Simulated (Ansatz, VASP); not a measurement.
Cu: VASP beside Ansatz

Contents of INCAR:

```
SYSTEM = Cu
PREC = Accurate ; ENCUT = 520
EDIFF = 1E-6 ; ISMEAR = -1
SIGMA = 0.08 ; LREAL = .False.
LASPH = .True. ; NELM = 60
ALGO = Normal ; ISIF = 2
LWAVE = .False. ; LCHARG = .False.
GGA = PE ; NBANDS = 12
```

KPOINTS

```
Automatic mesh
0
Gamma
  19 19 19
  0 0 0
```

The input POSCAR:

```
Cu
1.0
    0.0000000000      1.7709157724      1.7709157724
    1.7709157724      0.0000000000      1.7709157724
    1.7709157724      1.7709157724      0.0000000000
Cu
1
Direct
    0.0000000000      0.0000000000      0.0000000000
```

Input for Ansatz:

```yaml
crystal:
  lattice:
    - [0.0, 1.7709157724, 1.7709157724]
    - [1.7709157724, 0.0, 1.7709157724]
    - [1.7709157724, 1.7709157724, 0.0]
  atoms:
    - { symbol: Cu, position: [0.0, 0.0, 0.0] }
kpoints:
  mp_grid: { grid: [19, 19, 19] }
scf:
  occupations: { method: fermi_dirac, width: 0.08 }
hamiltonian:
  xc: pbe
  pseudopotentials: { kind: all_electron, lapw: { basis_error: 0.00025 } }
output:
  forces: true
  stress: true
  eigenvalues: true
```

Change from the starting cell: volume scaled by 0.9405.

Alike in both runs: task single point; functional PBE; k mesh 19 × 19 × 19; occupations fermi-dirac, width 0.08 eV; no spin polarisation.

|  | VASP | Ansatz |
| --- | --- | --- |
| version | VASP 6.6.1 | Ansatz 0.2.0 |
| potentials or method | VASP PAW PBE potentials, release 64 (Cu), cutoff 520 eV | all-electron LAPW, scalar-relativistic |

```tsv
	VASP	Ansatz	Ansatz less VASP
pressure (GPa)	13.0	12.4	-0.58
```

Ansatz ran all-electron here, and VASP with PAW potentials.
